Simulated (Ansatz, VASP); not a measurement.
**RbBr in VASP and in Ansatz**

File POSCAR:

```
RbBr
1.0
    3.9231814902      0.0000000000      0.0000000000
    0.0000000000      3.9231814902      0.0000000000
    0.0000000000      0.0000000000      4.2302992332
Rb Br
1 1
Direct
    0.0000000000      0.0000000000      0.0000000000
    0.5000000000      0.5000000000      0.5000000000
```

File INCAR.step1:

```
SYSTEM = RbBr
PREC = Accurate
ENCUT = 520
ISMEAR = 0
SIGMA = 0.01
LREAL = .FALSE.
LASPH = .TRUE.
NELM = 100
NBANDS = 15
GGA = PE
ALGO = Normal
EDIFF = 1E-4
LWAVE = .TRUE.
LCHARG = .FALSE.
```

INCAR.step2

```
SYSTEM = RbBr
PREC = Accurate
ENCUT = 520
EDIFF = 1E-6
ISMEAR = 0
SIGMA = 0.01
LREAL = .FALSE.
LASPH = .TRUE.
NELM = 100
ALGO = Normal
ISIF = 2
LWAVE = .FALSE.
LCHARG = .FALSE.
METAGGA = R2SCAN
LMIXTAU = .TRUE.
NBANDS = 15
ISTART = 1
```

The input KPOINTS:

```
regular mesh
0
G
  6 6 6
  0 0 0
```

Input for Ansatz:

```yaml
crystal:
  lattice:
    - [3.9231814902, 0.0, 0.0]
    - [0.0, 3.9231814902, 0.0]
    - [0.0, 0.0, 4.2302992332]
  atoms:
    - { symbol: Rb, position: [0.0, 0.0, 0.0] }
    - { symbol: Br, position: [0.5, 0.5, 0.5] }
kpoints:
  mp_grid: { grid: [6, 6, 6] }
  band_path:
    path:
      - [0.0, 0.0, 0.0]
      - [0.0, 0.5, 0.0]
      - [0.5, 0.5, 0.0]
      - [0.5, 0.5, 0.5]
      - [0.0, 0.5, 0.5]
    npoints: 1
hamiltonian:
  xc: r2scan
scf:
  occupations: { method: fixed }
  n_extra_bands: 4
output:
  forces: true
  stress: true
  eigenvalues: true
```

Change from the starting cell: epitaxial_xy strain -5.0%.

Alike in both runs: task single point; functional r2SCAN; k mesh 6 × 6 × 6; no spin polarisation.

|  | VASP | Ansatz |
| --- | --- | --- |
| version | VASP 6.6.1 | Ansatz 0.2.0 |
| potentials or method | VASP PAW PBE potentials, release 64 (Rb_sv, Br) | plane waves, PAW |
| plane-wave cutoff (eV) | 520 | 500 |
| occupations | gaussian, width 0.01 eV | fixed |
| valence electrons in the cell | 16 | 16 |

|  | VASP | Ansatz | Ansatz less VASP |
| --- | --- | --- | --- |
| gap on the k mesh at the Fermi level (eV) | 4.89 | 4.88 | -0.003 |
| pressure (GPa) | 1.6 | 1.6 | -0.03 |
| traceless stress, the component that is largest in VASP (GPa) | -1.66 | -1.65 | 0.000 |

VASP's potentials were made for PBE, not for r2SCAN.
